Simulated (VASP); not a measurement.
A run of VASP 6.6.1 is set up as follows.

File INCAR:

```
SYSTEM = Hf2O
  ALGO = Normal
  EDIFF = 1E-6
  EDIFFG = -0.04
  ENCUT = 600
  GGA = PE
  IBRION = 2
  ISIF = 3
  ISMEAR = 0
  LASPH = .TRUE.
  LCHARG = .FALSE.
  LREAL = .FALSE.
  LWAVE = .FALSE.
  NELM = 100
  NSW = 90
  PREC = Accurate
  SIGMA = 0.1
```

The input KPOINTS:

```
k-points
0
G
  6 6 4
  0 0 0
```

File POSCAR:

```
Hf2O
1.0
    3.6038056271      0.0000000000      0.0000000000
   -1.8019028136      3.1209872234      0.0000000000
    0.0000000000      0.0000000000      3.8911522552
Hf O
2 1
Direct
    0.3333333333      0.6666666667      0.5000000000
    0.6666666667      0.3333333333      0.5000000000
    0.0000000000      0.0000000000      0.0000000000
```

Potentials or basis: VASP PAW PBE potentials, release 64 (Hf_pv, O).

Launch:

```bash
$ cat potpaw_PBE.64/Hf_pv/POTCAR potpaw_PBE.64/O/POTCAR > POTCAR
$ mpirun -np 1 vasp_std > vasp.out
```

What does it give for the band gap on the k mesh?

Zero (bands 13 and 14 overlap by 0.58 eV).

What does it give for the relaxed cell?

a = 4.670 Å, b = 4.670 Å, c = 2.842 Å, α = 90.00°, β = 90.00°, γ = 120.00°.

Stress tensor (GPa, compression positive):
```
 0.00  0.00  0.00
 0.00  0.00  0.00
 0.00  0.00 -0.24
```

Caveat: the k points lie up to 0.55 Å⁻¹ apart in the final cell, too coarse for converged energies and pressures of a metal; spin-orbit coupling is left out, which moves the levels of the heavy elements.
